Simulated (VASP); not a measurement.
Here is a VASP 6.6.1 calculation.

File INCAR:

```
ALGO     = Normal         # electronic algorithm
EDIFF    = 1E-6           # SCF threshold, eV
ENCUT    = 600            # plane-wave cutoff, eV
GGA      = CA             # functional
GGA_COMPAT= False        
ISIF     = 2              # what is computed and relaxed
ISMEAR   = -1             # smearing method
LASPH    = True           # aspherical terms in the spheres
LCHARG   = False          # write CHGCAR
LREAL    = False          # projectors in reciprocal space
LWAVE    = False          # write WAVECAR
NBANDS   = 11             # bands
NELM     = 120            # most SCF steps
PREC     = Accurate       # precision mode
SIGMA    = 0.1            # smearing width, eV
```

KPOINTS

```
k-points
0
Gamma
  15 15 15
```

POSCAR

```
BN
1.0
    0.0000000000      1.7156233368      1.7156233368
    1.7156233368      0.0000000000      1.7156233368
    1.7156233368      1.7156233368      0.0000000000
B N
1 1
Direct
    0.0000000000      0.0000000000      0.0000000000
    0.2500000000      0.2500000000      0.2500000000
```

Potentials or basis: VASP PAW LDA potentials, release 64 (B, N).

The run is started by

```console
$ cat potpaw_LDA.64/B/POTCAR potpaw_LDA.64/N/POTCAR > POTCAR
$ mpirun -np 1 vasp_std > vasp.out
```

Task: Estimate the pressure.

Result: 66.0 GPa.

Task: Estimate the band gap on the k mesh.

Result: 4.58 eV, indirect (least direct gap 9.42 eV).

 A k mesh can miss the band edges.
